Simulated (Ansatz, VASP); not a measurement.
# TaN: VASP beside Ansatz

File POSCAR:

```
TaN
1.0
    0.0000000000      2.1790013100      2.1790013100
    2.1790013100      0.0000000000      2.1790013100
    2.1790013100      2.1790013100      0.0000000000
Ta N
1 1
Direct
    0.5000000000      0.5000000000      0.5000000000
    0.0000000000      0.0000000000      0.0000000000
```

File INCAR.step1:

```
SYSTEM = TaN
  ALGO = Normal
  EDIFF = 1E-5
  ENCUT = 770
  GGA = PE
  GGA_COMPAT = .False.
  ISMEAR = 0
  ISPIN = 2
  LASPH = .True.
  LCHARG = .False.
  LDAU = .True.
  LDAUJ = 0 0
  LDAUL = 2 -1
  LDAUTYPE = 2
  LDAUU = 2 0
  LMAXMIX = 4
  LREAL = .False.
  LWAVE = .True.
  MAGMOM = 0 0
  NBANDS = 20
  NELM = 200
  PREC = Accurate
  SIGMA = 0.05
```

INCAR.step2

```
SYSTEM = TaN
  ALGO = Normal
  EDIFF = 1E-6
  ENCUT = 770
  GGA_COMPAT = .False.
  ISIF = 2
  ISMEAR = 0
  ISPIN = 2
  ISTART = 1
  LASPH = .True.
  LCHARG = .False.
  LDAU = .True.
  LDAUJ = 0 0
  LDAUL = 2 -1
  LDAUPRINT = 1
  LDAUTYPE = 2
  LDAUU = 2 0
  LMAXMIX = 4
  LMIXTAU = .True.
  LORBIT = 11
  LREAL = .False.
  LWAVE = .False.
  MAGMOM = 0 0
  METAGGA = R2SCAN
  NBANDS = 20
  NELM = 200
  PREC = Accurate
  SIGMA = 0.05
```

File KPOINTS:

```
k-points
0
Gamma
  7 7 7
  0 0 0
```

Input for Ansatz:

```yaml
crystal:
  lattice:
    - [0.0, 2.17900131, 2.17900131]
    - [2.17900131, 0.0, 2.17900131]
    - [2.17900131, 2.17900131, 0.0]
  atoms:
    - { symbol: Ta, position: [0.5, 0.5, 0.5], spin: 0.3 }
    - { symbol: "N", position: [0.0, 0.0, 0.0] }
basis:
  ecutwfc: 500
  ecutrho_ratio: 4
kpoints:
  mp_grid: { grid: [7, 7, 7] }
hamiltonian:
  xc: r2scan
  hubbard:
    sites:
      - { site: 0, l: d, u_eff: 2.0, starting_ns: [{ spin: up, occupation_matrix: s0up }, { spin: down, occupation_matrix: s0down }] }
    occupation_matrices:
      s0up:
        matrix:
          - [0.97, 0.0, 0.0, 0.0, 0.0]
          - [0.0, 0.02, 0.0, 0.0, 0.0]
          - [0.0, 0.0, 0.02, 0.0, 0.0]
          - [0.0, 0.0, 0.0, 0.02, 0.0]
          - [0.0, 0.0, 0.0, 0.0, 0.02]
      s0down:
        matrix:
          - [0.97, 0.0, 0.0, 0.0, 0.0]
          - [0.0, 0.02, 0.0, 0.0, 0.0]
          - [0.0, 0.0, 0.02, 0.0, 0.0]
          - [0.0, 0.0, 0.0, 0.02, 0.0]
          - [0.0, 0.0, 0.0, 0.0, 0.02]
    ns_hold: { iters: 12 }
scf:
  occupations: { method: gaussian, width: 0.05 }
  lower_state_search: "off"
  max_iter: 150
output:
  forces: true
  stress: true
  eigenvalues: true
  populations: true
  hubbard: { sites: [{ site: 0, l: d }] }
magnetization:
  spin_polarized: true
```

Alike in both runs: task single point; functional r2SCAN; k mesh 7 × 7 × 7; occupations gaussian, width 0.05 eV; collinear spin; Hubbard terms Ta d U = 2.0 eV.

```csv
,VASP,Ansatz
version,VASP 6.6.1,Ansatz 0.2.0
potentials or method,"VASP PAW PBE potentials, release 64 (Ta_sv_GW, N), cutoff 770 eV","scalar-relativistic, plane waves, PAW"
valence electrons in the cell,18,18
```

Ansatz gave:

```
gap on the k mesh at the Fermi level (eV) : none
pressure (GPa)                            : 11.3
```

What did VASP give for the same quantities?

gap on the k mesh at the Fermi level (eV): none; pressure (GPa): 16.1.

VASP's potentials were made for PBE, not for r2SCAN. The programs project onto different local orbitals, so the same U acts differently, and such runs can settle in different states. A gap of «none» marks a metal or a gap that the smearing closes. Ansatz's warnings: filled band counts differ across k points, seeded moment not kept, specified occupation not kept, stability check not made, symmetry narrowed by occupation matrices.

Spin-orbit coupling is off throughout.
